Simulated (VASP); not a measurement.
**FeO: single point with PBE**

**Measured values to compare with.**

“W\"ustite: Electric, thermodynamic and optical properties of FeO”, 2012, arxiv:1203.1201 quotes, for a bulk crystal of FeO: band gap 2.4 eV (optical).

Crystal: FeO.

```
Fe O
1.0
     0.00000    2.15426    2.15426
     2.15426    0.00000    2.15426
     2.15426    2.15426    0.00000
Fe O
1 1
Direct
  0.00000 0.00000 0.00000
  0.50000 0.50000 0.50000
```

* Program: VASP 6.6.1
* Task: single point
* Functional: PBE
* Potentials or basis: VASP PAW PBE potentials, release 64 (Fe, O)
* Cutoff: 520 eV
* k mesh: 14 × 14 × 14
* Occupations: gaussian, width 0.05 eV
* Spin: collinear spin, ferromagnetic start
* Starting moments: [3.79, 0.0] μB
* Dipole correction: no
* Further INCAR settings: ALGO = Normal; EDIFF = 1e-07; NBANDS = 18

```
Pressure                                              : 0.1 GPa
Band gap on the k mesh                                : zero (filled and empty bands overlap)
Net moment                                            : 4.00 μB per cell
Site moments                                          : Fe +3.62; O +0.30 μB
Valence electrons inside the program's atomic spheres : Fe 6.73; O 5.00
```

Levels at points of the mesh, in eV from the Fermi level:
Spin up:
```tsv
k point	band 5	band 6	band 7	band 8	band 9	band 10	band 11	band 12	band 13	band 14
(0.00, 0.00, 0.00)	-3.80	-3.80	-3.80	-3.68	-3.68	0.10	15.48	17.05	17.05	17.05
(0.50, 0.00, 0.00)	-3.06	-3.06	-2.49	-0.33	-0.33	4.10	8.49	12.57	12.57	19.50
(0.50, 0.50, 0.00)	-4.78	-3.29	-2.80	-2.79	-2.79	5.30	8.76	10.78	14.73	14.73
```
Spin down:
```csv
k point,band 1,band 2,band 3,band 4,band 5,band 6,band 7,band 8,band 9,band 10
"(0.00, 0.00, 0.00)",-20.20,-3.24,-3.24,-3.24,-0.73,-0.73,-0.73,0.19,0.19,0.90
"(0.50, 0.00, 0.00)",-19.01,-8.00,-5.15,-5.15,0.39,0.39,0.60,2.79,2.79,4.58
"(0.50, 0.50, 0.00)",-19.00,-6.88,-4.42,-4.42,-2.11,0.74,0.74,0.74,1.14,6.64
```

Wall time 45 s on 1 thread of Intel(R) Xeon(R) 6975P-C (Granite Rapids) (shared host), peak memory 0.19 GiB.

A measured gap of FeO is 2.4 eV (optical; quoted in “W\"ustite: Electric, thermodynamic and optical properties of FeO”, 2012, arxiv:1203.1201); the calculated 0.00 eV misses it by -2.40 eV. So large a miss can be the level of theory's own, or it may mean another phase, state or a wrong row. The value is that of PBE on a finite k mesh, which can miss the band edges, without temperature or zero-point motion. Semilocal functionals fall short of measured gaps as a rule. The run's magnetic order (collinear spin, ferromagnetic start) needn't be the measured crystal's.

Caveat: a cell with one magnetic atom can't hold antiferromagnetic order, which such compounds often take; semilocal functionals often make such compounds metallic where correlation or magnetic order opens a gap, which also shifts bond lengths.
